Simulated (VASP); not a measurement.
GaN: single point with LDA

The system is GaN.

```
Ga N
1.0
     0.00000    2.22770    2.22770
     2.22770    0.00000    2.22770
     2.22770    2.22770    0.00000
Ga N
1 1
Direct
  0.00000 0.00000 0.00000
  0.75000 0.75000 0.75000
```

```
Program             : VASP 6.6.1
Task                : single point
Functional          : LDA
Potentials or basis : VASP PAW LDA potentials, release 64 (Ga_d, N)
Cutoff              : 520 eV
k mesh              : 10 × 10 × 10
Occupations         : gaussian, width 0.01 eV
Spin                : no spin polarisation
```

```
Pressure               : 1.1 GPa
Band gap on the k mesh : 1.97 eV, direct
```

Levels at points of the mesh, in eV from the valence-band top:
```tsv
k point	band 5	band 6	band 7	band 8	band 9	band 10	band 11	band 12	band 13	band 14
(0.00, 0.00, 0.00)	-13.24	-13.24	0.00	0.00	0.00	1.97	10.33	10.33	10.33	17.77
(0.50, 0.00, 0.00)	-13.18	-11.86	-7.35	-1.02	-1.02	4.78	8.77	10.38	10.38	15.68
(0.50, 0.50, 0.00)	-13.15	-11.38	-6.35	-2.86	-2.86	3.26	6.69	11.75	14.12	14.12
```

Run time: 16 s on 1 thread of AMD EPYC 7R43 64-Core Processor (Zen 3), with other jobs on the host, peak memory 0.1 GiB.
